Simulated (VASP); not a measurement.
# Sn2Sb3Te (P1) in VASP: single point with PBE

Aim: the single point of Sn2Sb3Te with PBE.

Everything below comes from runs of VASP 6.6.1. Logs are shortened: lines on timing, memory, paths and dates and some standing lists are left out, and cuts for length are marked.

### Step 1. The cell of the first run

The typed cell holds 6 atoms: a = 4.460 Å, b = 4.420 Å, c = 10.780 Å, α = 89.59°, β = 89.43°, γ = 116.39°.

### Step 2. Single point, PBE

Contents of INCAR:

```
SYSTEM = Sn2Sb3Te
ALGO     = Fast           ! electronic algorithm
EDIFF    = 1E-6           ! SCF threshold, eV
ENCUT    = 520            ! plane-wave cutoff, eV
GGA      = PE             ! functional
ISIF     = 2              ! what is computed and relaxed
ISMEAR   = 0              ! smearing method
LASPH    = .True.         ! aspherical terms in the spheres
LCHARG   = .False.        ! write CHGCAR
LREAL    = .False.        ! projectors in reciprocal space
LWAVE    = .False.        ! write WAVECAR
NBANDS   = 34             ! bands
NELM     = 80             ! most SCF steps
PREC     = Accurate       ! precision mode
SIGMA    = 0.2            ! smearing width, eV
```

Contents of KPOINTS:

```
k-points
0
Gamma
  6 6 2
  0 0 0
```

Contents of POSCAR:

```
Sn2Sb3Te
1.0
    4.4579237878      0.1500977176      0.0211163754
   -2.0967311965      3.8904664209      0.0150226011
    0.0545211029      0.0756195813     10.7796688447
Sn Sb Te
2 3 1
Direct
    0.3037216106      0.6445377822      0.1756102923
    0.6432782469      0.3046551793      0.8213799142
    0.3609580939      0.6935652910      0.6694510501
   -0.0576360737     -0.0557115463      0.4980013511
    0.6926202445      0.3580748174      0.3336227871
    0.0570578778      0.0548784764      0.0019346052
```

Potentials or basis: VASP PAW PBE potentials, release 64 (Sn_d, Sb, Te).

On the command line:

```bash
> cat potpaw_PBE.64/Sn_d/POTCAR potpaw_PBE.64/Sb/POTCAR potpaw_PBE.64/Te/POTCAR > POTCAR
> mpirun -np 1 vasp_std > vasp.out
```

OUTCAR:

```text
SYSTEM = Sn2Sb3Te
   EDIFF = 1E-6
   ENCUT = 520
   GGA = PE
   ISIF = 2
   ISMEAR = 0
   LASPH = .True.
   LREAL = .False.
   NELM = 80
   PREC = Accurate

 ion  position               nearest neighbor table
   1  0.304  0.645  0.176-   5 2.96   6 3.01   5 3.08   6 3.13   5 3.34   6 3.53
   2  0.643  0.305  0.821-   3 2.94   6 3.02   3 3.02   6 3.20   3 3.29   6 3.59
   3  0.361  0.694  0.669-   2 2.94   4 2.95   2 3.02   4 3.16   2 3.29   4 3.54
   4  0.942  0.944  0.498-   5 2.94   3 2.95   5 3.09   3 3.16   5 3.48   3 3.54
   5  0.693  0.358  0.334-   4 2.94   1 2.96   1 3.08   4 3.09   1 3.34   4 3.48
   6  0.057  0.055  0.002-   1 3.01   2 3.02   1 3.13   2 3.20   1 3.53   2 3.59

  LATTYP: Found a triclinic cell.
 ALAT       =     4.6800315209
 B/A-ratio  =     0.9443374378
 C/A-ratio  =     2.3034186636
 COS(alpha) =     0.0071745934
 COS(beta)  =     0.0163296177
 COS(gamma) =     0.5206767549

  Lattice vectors:

 A1 = (   2.3611925913,   4.0405641385,   0.0361389765)
 A2 = (  -2.0967311965,   3.8904664209,   0.0150226011)
 A3 = (   0.0545211029,   0.0756195813,  10.7796688447)

Analysis of symmetry for initial positions (statically):
=====================================================================
 Subroutine PRICEL returns:
 Original cell was already a primitive cell.

 Routine SETGRP: Setting up the symmetry group for a
 triclinic supercell.

 Subroutine GETGRP returns: Found  1 space group operations
 (whereof  1 operations were pure point group operations)
 out of a pool of  2 trial point group operations.

The static configuration has the point symmetry C_1 .

Analysis of symmetry for dynamics (positions and initial velocities):
=====================================================================
 Subroutine PRICEL returns:
 Original cell was already a primitive cell.

 Routine SETGRP: Setting up the symmetry group for a
 triclinic supercell.

 Subroutine GETGRP returns: Found  1 space group operations
 (whereof  1 operations were pure point group operations)
 out of a pool of  2 trial point group operations.

The dynamic configuration has the point symmetry C_1 .

 Subroutine INISYM returns: Found  1 space group operations
 (whereof  1 operations are pure point group operations),
 and found     1 'primitive' translations

----------------------------------------------------------------------------------------
[... 98 lines left out ...]
   LASPH  =      T    aspherical Exc in radial PAW
   ENCUT  =  520.0 eV  38.22 Ry    6.18 a.u.   8.29  8.22 20.04*2*pi/ulx,y,z
   NELM   =     80;   NELMIN=  2; NELMDL= -5     # of ELM steps
   EDIFF  = 0.1E-05   stopping-criterion for ELM
   LREAL  =      F    real-space projection
   EDIFFG = 0.1E-04   stopping-criterion for IOM
   NSW    =      0    number of steps for IOM
   IBRION =     -1    ionic relax: 0-MD 1-quasi-New 2-CG
   NFREE  =      0    steps in history (QN), initial steepest desc. (CG)
   ISIF   =      2    stress and relaxation
   ISYM   =      2    0-nonsym 1-usesym 2-fastsym
   POTIM  = 0.5000    time-step for ionic-motion
   TEBEG  =    0.0;   TEEND  =   0.0 temperature during run
   PSTRESS=    0.0 pullay stress
   NELECT =      49.0000    total number of electrons
   NUPDOWN=      -1.0000    fix difference up-down
   EMIN   =  10.00;   EMAX   =-10.00  energy-range for DOS
   EFERMI =   0.00;   METHOD = LEGACY
   ISMEAR =     0;   SIGMA  =   0.20  broadening in eV -4-tet -1-fermi 0-gaus
   EFERMI_NEDOS =   21; number of points for ismear=-14 and -15
   IALGO  =     68    algorithm
   IMIX   =      4    mixing-type and parameters
     AMIX     =   0.40;   BMIX     =  1.00
     AMIX_MAG =   1.60;   BMIX_MAG =  1.00
  volume/ion in A,a.u.               =      31.72       214.07
  Fermi-wavevector in a.u.,A,eV,Ry     =   1.041438  1.968032 14.756777  1.084592
  Thomas-Fermi vector in A             =   2.176058
   LORBIT       =      0    0 simple, 1 ext, 2 COOP (PROOUT), +10 PAW based schemes
   GGA     = PE    functional components
   LHFCALC =     F    Hartree Fock is set to
   AEXX    =    0.0000 exact exchange contribution
   IVDW    =     0    specifies the selected vdW correction
   LEPSILON=     F    determine dielectric tensor
   LRPA    =     F    only Hartree local field effects (RPA)
 non-spin polarized calculation
 RMM-DIIS sequential band-by-band and
 Gauss-broadening in eV      SIGMA  =   0.20
  energy-cutoff  :      520.00
  volume of cell :      190.34
 maximum number of plane-waves:      5143
 NGX is ok and might be reduce to    36
   NGX = 17   NGY = 17   NGZ = 41

 number of electron      49.0000002 magnetization

 Free energy of the ion-electron system (eV)
  ---------------------------------------------------
  ext. energy  EPLUGINS =         0.00000000
  ---------------------------------------------------
  free energy    TOTEN  =       -23.66116356 eV

  energy without entropy =      -23.62737837  energy(sigma->0) =      -23.64427097

 E-fermi :   6.2855     XC(G=0):  -9.3833

 val. band max:        6.2408206506   @ k =   0.3333   0.3333   0.5000
 cond. band min:       6.3118507285   @ k =  -0.0000   0.1667   0.5000
 fundamental gap:      0.0710300778
 Fermi energy:         6.2854555122

 k-point     1 :       0.0000    0.0000    0.0000
  band No.  band energies     occupation
      1     -15.1404      2.00000
      2     -15.1271      2.00000
      3     -15.1065      2.00000
      4     -15.1056      2.00000
      5     -15.0994      2.00000
      6     -15.0932      2.00000
[... 877 lines left out ...]
     33      11.2507      0.00000
     34      11.7871      0.00000

 [... further k-points ...]
[... 5 lines left out ...]
  --------------------------------------------------------------------------------------
  -------------------------------------------------------------------------------------
  Total       -0.0243834     -0.0248308     -0.0082718      0.0597756     -0.0431368     -0.0974965
  in kB       -0.2052501     -0.2090166     -0.0696290      0.5031688     -0.3631099     -0.8206898
  external PRESSURE =      -0.1612986 kB  Pullay stress =       0.0000000 kB

 VOLUME and BASIS-vectors are now :
 -----------------------------------------------------------------------------
  energy-cutoff  :      520.00
  volume of cell :      190.34
      direct lattice vectors                 reciprocal lattice vectors
     4.457923788  0.150097718  0.021116375     0.220330511  0.118752628 -0.001947433
    -2.096731196  3.890466421  0.015022601    -0.008492391  0.252468366 -0.001728118
     0.054521103  0.075619581 10.779668845    -0.000419772 -0.000584467  0.092773451

 POSITION                                       TOTAL-FORCE (eV/Angst)
 -----------------------------------------------------------------------------------
      0.01212      2.56642      1.90912         0.017593      0.012070     -0.005795
      2.27369      1.34392      8.87236         0.006532      0.017284      0.002016
      0.19140      2.80310      7.23450        -0.015194     -0.021074     -0.014710
      2.24822      3.85283      5.40237         0.009079      0.014068      0.015491
      2.35505      1.52227      3.61635        -0.007723     -0.019468     -0.000795
      0.13940      0.22221      0.02288        -0.010287     -0.002880      0.003793
 -----------------------------------------------------------------------------------
    total drift:                               -0.000988     -0.001516     -0.000543

  FREE ENERGIE OF THE ION-ELECTRON SYSTEM (eV)
  ---------------------------------------------------
  free  energy   TOTEN  =       -23.6611635612 eV

  energy  without entropy=      -23.6273783737  energy(sigma->0) =      -23.64427097
```

OSZICAR:

```text
N       E                     dE             d eps       ncg     rms          rms(c)
DAV:   1     0.402180154642E+03    0.40218E+03   -0.20311E+04  2720   0.149E+03
DAV:   2     0.295714139880E+02   -0.37261E+03   -0.35736E+03  2816   0.384E+02
DAV:   3    -0.210116216591E+02   -0.50583E+02   -0.48198E+02  3276   0.137E+02
DAV:   4    -0.236311490784E+02   -0.26195E+01   -0.25749E+01  3158   0.328E+01
DAV:   5    -0.237134640000E+02   -0.82315E-01   -0.82152E-01  3914   0.631E+00    0.601E+00
RMM:   6    -0.236581227391E+02    0.55341E-01   -0.11225E-01  3405   0.194E+00    0.365E+00
RMM:   7    -0.236633937517E+02   -0.52710E-02   -0.92336E-02  3263   0.148E+00    0.350E-01
RMM:   8    -0.236605411521E+02    0.28526E-02   -0.14235E-02  3609   0.959E-01    0.109E-01
RMM:   9    -0.236610567459E+02   -0.51559E-03   -0.46004E-03  4282   0.407E-01    0.115E-01
RMM:  10    -0.236611266054E+02   -0.69860E-04   -0.63079E-04  4855   0.145E-01    0.127E-01
RMM:  11    -0.236611288638E+02   -0.22584E-05   -0.44143E-05  4796   0.391E-02    0.134E-01
RMM:  12    -0.236611521291E+02   -0.23265E-04   -0.63344E-05  3386   0.435E-02    0.621E-02
RMM:  13    -0.236611631881E+02   -0.11059E-04   -0.36505E-05  3363   0.399E-02    0.591E-02
RMM:  14    -0.236611635612E+02   -0.37309E-06   -0.99349E-06  3637   0.176E-02
   1 F= -.23661164E+02 E0= -.23644271E+02  d E =-.337852E-01
```

stdout:

```text
POSCAR found type information on POSCAR SnSbTe
 POSCAR found :  3 types and       6 ions
 scaLAPACK will be used
 LDA part: xc-table for (Slater+PW92), standard interpolation
 POSCAR, INCAR and KPOINTS ok, starting setup
 FFT: planning ... GRIDC
 FFT: planning ... GRID_SOFT
 FFT: planning ... GRID
 WAVECAR not read
 entering main loop
```

It took 4.9 min on 1 thread of Oxide Virtual Turin-like, shared host; peak memory 0.43 GiB.

What came out:

```yaml
Free_energy: -23.6612 eV
Pressure: 0.0 GPa
Largest_force: 0.030 eV/Å
Band_gap_on_the_k_mesh: zero (an odd number of electrons rules out a gap without spin polarisation)
```

Forces in eV/Å, atoms in the order of the input:
```
Sn   0.018  0.012 -0.006
Sn   0.007  0.017  0.002
Sb  -0.015 -0.021 -0.015
Sb   0.009  0.014  0.015
Sb  -0.008 -0.019 -0.001
Te  -0.010 -0.003  0.004
```

Caveat: spin-orbit coupling is left out, which moves the levels of the heavy elements; an odd number of electrons without spin polarisation forces a metal; a magnetic or distorted state may lie lower.

The gap in the log of VASP goes by the Fermi energy; the results here count the filled bands.